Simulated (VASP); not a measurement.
# Hf in VASP: density of states with PBE

Aim: the density of states of Hf with PBE.

Everything below comes from runs of VASP 6.6.1. Logs are shortened: lines on timing, memory, paths and dates and some standing lists are left out, and cuts for length are marked.

## 1. The cell of the first run

The cell holds a sheet with vacuum, 1 atom: a = 2.779 Å, b = 2.779 Å, c = 23.800 Å, α = 90.00°, β = 90.00°, γ = 90.00°.

## 2. Density of states, PBE

File POSCAR:

```
Hf
1.0
    2.7787600000      0.0000000000      0.0000000000
    0.0000000000      2.7787600000      0.0000000000
    0.0000000000      0.0000000000     23.8000000000
Hf
1
Direct
    0.0000000000      0.0000000000      0.2941200000
```

File INCAR.step1:

```
ALGO = Normal
DIPOL = 0.5 0.5 0.294
EDIFF = 1E-6
ENCUT = 520
GGA = PE
IDIPOL = 3
ISIF = 2
ISMEAR = -1
LASPH = T
LCHARG = T
LDIPOL = T
LMAXMIX = 4
LREAL = F
LWAVE = F
NBANDS = 11
NELM = 80
PREC = Accurate
SIGMA = 0.05
```

File KPOINTS.step1:

```
k-points
0
Gamma
  10 10 1
```

File INCAR.step2:

```
ALGO = Normal
DIPOL = 0.5 0.5 0.294
EDIFF = 1E-6
ENCUT = 520
GGA = PE
ICHARG = 11
IDIPOL = 3
ISIF = 2
ISMEAR = -5
LASPH = T
LCHARG = F
LDIPOL = T
LMAXMIX = 4
LORBIT = 11
LREAL = F
LWAVE = F
NBANDS = 11
NEDOS = 2001
NELM = 80
PREC = Accurate
SIGMA = 0.05
```

File KPOINTS.step2:

```
k-points
0
Gamma
  15 15 1
```

Potentials or basis: VASP PAW PBE potentials, release 64 (Hf_pv).

Launch:

```console
cat potpaw_PBE.64/Hf_pv/POTCAR > POTCAR
cp INCAR.step1 INCAR
cp KPOINTS.step1 KPOINTS
mpirun -np 1 vasp_std > vasp.out
cp INCAR.step2 INCAR
cp KPOINTS.step2 KPOINTS
mpirun -np 1 vasp_std > vasp.out
```

OUTCAR:

```text
EDIFF = 1E-6
   ENCUT = 520
   GGA = PE
   ICHARG = 11
   ISIF = 2
   ISMEAR = -5
   LASPH = T
   LORBIT = 11
   LREAL = F
   NELM = 80
   PREC = Accurate

 ion  position               nearest neighbor table
   1  0.000  0.000  0.294-

  LATTYP: Found a simple tetragonal cell.
 ALAT       =     2.7787600000
 C/A-ratio  =     8.5649714261

  Lattice vectors:

 A1 = (   2.7787600000,   0.0000000000,   0.0000000000)
 A2 = (   0.0000000000,   2.7787600000,   0.0000000000)
 A3 = (   0.0000000000,   0.0000000000,  23.8000000000)

Analysis of symmetry for initial positions (statically):
=====================================================================
 Subroutine PRICEL returns:
 Original cell was already a primitive cell.

 Routine SETGRP: Setting up the symmetry group for a
 simple tetragonal supercell.

 Subroutine GETGRP returns: Found 16 space group operations
 (whereof  8 operations were pure point group operations)
 out of a pool of 16 trial point group operations.

The static configuration has the point symmetry C_4v.
 The point group associated with its full space group is D_4h.

Analysis of symmetry for dynamics (positions and initial velocities):
=====================================================================
 Subroutine PRICEL returns:
 Original cell was already a primitive cell.

 Routine SETGRP: Setting up the symmetry group for a
 simple tetragonal supercell.

 Subroutine GETGRP returns: Found 16 space group operations
 (whereof  8 operations were pure point group operations)
 out of a pool of 16 trial point group operations.

The dynamic configuration has the point symmetry C_4v.
 The point group associated with its full space group is D_4h.

 Subroutine INISYM returns: Found 16 space group operations
 (whereof  8 operations are pure point group operations),
 and found     1 'primitive' translations

----------------------------------------------------------------------------------------

                                     Primitive cell

  volume of cell :     183.7719

  direct lattice vectors                    reciprocal lattice vectors
     2.778760000  0.000000000  0.000000000     0.359872749  0.000000000  0.000000000
     0.000000000  2.778760000  0.000000000     0.000000000  0.359872749  0.000000000
     0.000000000  0.000000000 23.800000000     0.000000000  0.000000000  0.042016807

  length of vectors
     2.778760000  2.778760000 23.800000000     0.359872749  0.359872749  0.042016807

  position of ions in fractional coordinates (direct lattice)
     0.000000000  0.000000000  0.294120000

  ion indices of the primitive-cell ions
   primitive index   ion index
                 1           1

----------------------------------------------------------------------------------------

 KPOINTS: k-points

Automatic generation of k-mesh.
 Grid dimensions read from file:
 generate k-points for:   15   15    1

 Generating k-lattice:

  Cartesian coordinates                     Fractional coordinates (reciprocal lattice)
     0.023991517  0.000000000  0.000000000     0.066666667  0.000000000  0.000000000
     0.000000000  0.023991517  0.000000000     0.000000000  0.066666667  0.000000000
     0.000000000  0.000000000  0.042016807     0.000000000  0.000000000  1.000000000

  Length of vectors
     0.023991517  0.023991517  0.042016807

  Shift w.r.t. Gamma in fractional coordinates (k-lattice)
     0.000000000  0.000000000  0.000000000

 TETIRR: Found    321 inequivalent tetrahedra from     1350

 Subroutine IBZKPT returns following result:
 ===========================================

 Found     36 irreducible k-points:

 Following reciprocal coordinates:
            Coordinates               Weight
  0.000000  0.000000  0.000000      1.000000
  0.066667  0.000000  0.000000      4.000000
  0.133333  0.000000  0.000000      4.000000
  0.200000  0.000000  0.000000      4.000000
  0.266667  0.000000  0.000000      4.000000
  0.333333  0.000000  0.000000      4.000000
[... 16 lines left out ...]
  0.266667  0.200000  0.000000      8.000000
  0.333333  0.200000  0.000000      8.000000
 [... further k-points ...]
   k-points           NKPTS =     36   k-points in BZ     NKDIM =     36   number of bands    NBANDS=     11
   number of dos      NEDOS =   2001   number of ions     NIONS =      1
   total plane-waves  NPLWV = 103680
   dimension x,y,z NGX =    24 NGY =   24 NGZ =  180
   dimension x,y,z NGXF=    48 NGYF=   48 NGZF=  360
   ions per type =               1
   NGX,Y,Z   is equivalent  to a cutoff of  14.36, 14.36, 12.57 a.u.
   NGXF,Y,Z  is equivalent  to a cutoff of  28.72, 28.72, 25.15 a.u.
 SYSTEM =  unknown system
   PREC   = accura    normal or accurate (medium, high low for compatibility)
   ISTART =      0    job   : 0-new  1-cont  2-samecut
   ICHARG =     11    charge: 1-file 2-atom 10-const
   ISPIN  =      1    spin polarized calculation?
   LNONCOLLINEAR =      F non collinear calculations
   LSORBIT =      F    spin-orbit coupling
   LASPH  =      T    aspherical Exc in radial PAW
   ENCUT  =  520.0 eV  38.22 Ry    6.18 a.u.   5.17  5.17 44.25*2*pi/ulx,y,z
   NELM   =     80;   NELMIN=  2; NELMDL=  0     # of ELM steps
   EDIFF  = 0.1E-05   stopping-criterion for ELM
   LREAL  =      F    real-space projection
   EDIFFG = 0.1E-04   stopping-criterion for IOM
   NSW    =      0    number of steps for IOM
   IBRION =     -1    ionic relax: 0-MD 1-quasi-New 2-CG
   NFREE  =      0    steps in history (QN), initial steepest desc. (CG)
   ISIF   =      2    stress and relaxation
   ISYM   =      2    0-nonsym 1-usesym 2-fastsym
   POTIM  = 0.5000    time-step for ionic-motion
   TEBEG  =    0.0;   TEEND  =   0.0 temperature during run
   PSTRESS=    0.0 pullay stress
   NELECT =      10.0000    total number of electrons
   NUPDOWN=      -1.0000    fix difference up-down
   EMIN   =  10.00;   EMAX   =-10.00  energy-range for DOS
   EFERMI =   0.00;   METHOD = LEGACY
   ISMEAR =    -5;   SIGMA  =   0.05  broadening in eV -4-tet -1-fermi 0-gaus
   EFERMI_NEDOS =   21; number of points for ismear=-14 and -15
   IALGO  =     38    algorithm
   IMIX   =      4    mixing-type and parameters
     AMIX     =   0.40;   BMIX     =  1.00
     AMIX_MAG =   1.60;   BMIX_MAG =  1.00
  volume/ion in A,a.u.               =     183.77      1240.15
  Fermi-wavevector in a.u.,A,eV,Ry     =   0.620367  1.172323  5.236268  0.384855
  Thomas-Fermi vector in A             =   1.679493
   LORBIT       =     11    0 simple, 1 ext, 2 COOP (PROOUT), +10 PAW based schemes
   GGA     = PE    functional components
   LHFCALC =     F    Hartree Fock is set to
   AEXX    =    0.0000 exact exchange contribution
   IVDW    =     0    specifies the selected vdW correction
   LEPSILON=     F    determine dielectric tensor
   LRPA    =     F    only Hartree local field effects (RPA)
 non-spin polarized calculation
 Fermi weights with tetrahedron method with Bloechl corrections
  energy-cutoff  :      520.00
  volume of cell :      183.77
 maximum number of plane-waves:      4993
 NGX is ok and might be reduce to    24

 number of electron      10.0000000 magnetization

 dipolmoment           0.000000      0.000000      0.000001 electrons x Angstroem

 Free energy of the ion-electron system (eV)
  ---------------------------------------------------
  ext. energy  EPLUGINS =         0.00000000
  ---------------------------------------------------
  free energy    TOTEN  =        -7.45134226 eV

  energy without entropy =       -7.45134226  energy(sigma->0) =       -7.45134226

 E-fermi :  -3.0921     XC(G=0):  -2.1571

 val. band max:       -3.0649156135   @ k =   0.2000   0.2000   0.0000
 cond. band min:      -3.0756223061   @ k =   0.4000   0.3333   0.0000
 fundamental gap:     -0.0107066927
 Fermi energy:        -3.0920733460

 k-point     1 :       0.0000    0.0000    0.0000
  band No.  band energies     occupation
      1     -34.0702      2.00000
      2     -33.0950      2.00000
      3     -33.0950      2.00000
      4      -8.3202      2.00000
      5      -4.6387      2.00000
      6      -3.4319      2.00000
      7      -2.8465      0.00000
      8       0.8623      0.00000
      9       1.0960      0.00000
     10       1.4318      0.00000
     11       1.7860      0.00000

 k-point     2 :       0.0667    0.0000    0.0000
  band No.  band energies     occupation
      1     -34.0634      2.00000
      2     -33.1586      2.00000
      3     -33.0897      2.00000
      4      -8.1679      2.00000
      5      -4.5177      2.00000
      6      -3.3529      2.13498
      7      -2.8605      0.00000
      8       0.9447      0.00000
      9       1.0490      0.00000
     10       1.5163      0.00000
     11       1.6313      0.00000

 k-point     3 :       0.1333    0.0000    0.0000
  band No.  band energies     occupation
      1     -34.0441      2.00000
      2     -33.3353      2.00000
      3     -33.0747      2.00000
      4      -7.7455      2.00000
      5      -4.1724      2.00000
      6      -3.1003      1.56488
      7      -2.9339      0.00000
      8       0.7829      0.00000
      9       1.1909      0.00000
     10       1.7156      0.00000
     11       1.7696      0.00000
[... 267 lines left out ...]
 k-point    23 :       0.2667    0.2000    0.0000
  band No.  band energies     occupation
      1     -33.9302      2.00000
      2     -33.8127      2.00000
      3     -33.5042      2.00000
      4      -5.2297      2.00000
      5      -3.1901      2.05306
      6      -2.0008      0.00000
      7      -1.7383      0.00000
      8      -0.5580      0.00000
      9       0.2210      0.00000
     10       2.0154      0.00000
     11       2.8866      0.00000

 k-point    24 :       0.3333    0.2000    0.0000
  band No.  band energies     occupation
      1     -34.0653      2.00000
      2     -33.8993      2.00000
      3     -33.4752      2.00000
      4      -4.6194      2.00000
      5      -3.4459      2.00000
      6      -1.8603      0.00000
      7      -1.5589      0.00000
      8      -0.6254      0.00000
      9       0.7413      0.00000
     10       2.6048      0.00000
     11       3.5970      0.00000

 [... further k-points ...]

------------------------ aborting loop because EDIFF is reached ----------------------------------------

 vacuum level on the upper side and lower side of the slab       (xc-potential included)        -0.009        -0.009

  FORCE on cell =-STRESS in cart. coord.  units (eV):
  Direction    XX          YY          ZZ          XY          YZ          ZX
  --------------------------------------------------------------------------------------
  -------------------------------------------------------------------------------------
  Total       -0.0714524     -0.0714524      0.2463504      0.0000000     -0.0000000      0.0000000
  in kB       -0.6229433     -0.6229433      2.1477550      0.0000000     -0.0000000      0.0000000
  external PRESSURE =       0.3006228 kB  Pullay stress =       0.0000000 kB

 VOLUME and BASIS-vectors are now :
 -----------------------------------------------------------------------------
  energy-cutoff  :      520.00
  volume of cell :      183.77
      direct lattice vectors                 reciprocal lattice vectors
     2.778760000  0.000000000  0.000000000     0.359872749  0.000000000  0.000000000
     0.000000000  2.778760000  0.000000000     0.000000000  0.359872749  0.000000000
     0.000000000  0.000000000 23.800000000     0.000000000  0.000000000  0.042016807

 POSITION                                       TOTAL-FORCE (eV/Angst)
 -----------------------------------------------------------------------------------
      0.00000      0.00000      7.00006         0.000000     -0.000000     -0.000000
 -----------------------------------------------------------------------------------
    total drift:                                0.000000      0.000000      0.000009

  FREE ENERGIE OF THE ION-ELECTRON SYSTEM (eV)
  ---------------------------------------------------
  free  energy   TOTEN  =        -7.4513422585 eV

  energy  without entropy=       -7.4513422585  energy(sigma->0) =       -7.45134226

 vacuum level on the upper side and lower side of the slab         1.185         1.185

 total charge

# of ion       s       p       d       tot
------------------------------------------
    1        0.429   6.189   1.712   8.330
```

Wall time 41 s (1 thread of Intel Xeon 6975P-C (Granite Rapids), shared host); peak memory 0.31 GiB.

What came out:

| Property | Result |
| --- | --- |
| Valence electrons inside the program's atomic spheres | Hf 8.33 |

Caveat: spin-orbit coupling is left out, which moves the levels of the heavy elements; tetrahedron occupations give inexact forces and stress in metals.
